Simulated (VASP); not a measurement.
A run of VASP 6.6.1 is set up as follows.

File INCAR:

```
  PREC = Accurate
  ENCUT = 520
  EDIFF = 1E-6
  ISMEAR = -1
  SIGMA = 0.05
  LREAL = F
  LASPH = T
  NELM = 60
  ALGO = Normal
  ISIF = 2
  LWAVE = F
  LCHARG = F
  GGA = PE
  NBANDS = 11
```

Contents of KPOINTS:

```
Automatic mesh
0
Gamma
  9 9 9
```

The input POSCAR:

```
Si
1.0
    0.0000000000      2.6985168903      2.6985168903
    2.6985168903      0.0000000000      2.6985168903
    2.6985168903      2.6985168903      0.0000000000
Si
2
Direct
    0.5000000000      0.5000000000      0.5000000000
    0.7500000000      0.7500000000      0.7500000000
```

Potentials or basis: VASP PAW PBE potentials, release 64 (Si).

Run with:

```console
$ cat potpaw_PBE.64/Si/POTCAR > POTCAR
$ mpirun -np 1 vasp_std > vasp.out
```

**Question.** What does it give for the pressure?

**Answer.** 3.8 GPa.

**Question.** What does it give for the band gap on the k mesh?

**Answer.** 0.55 eV, indirect (least direct gap 2.57 eV).

 A k mesh can miss the band edges.
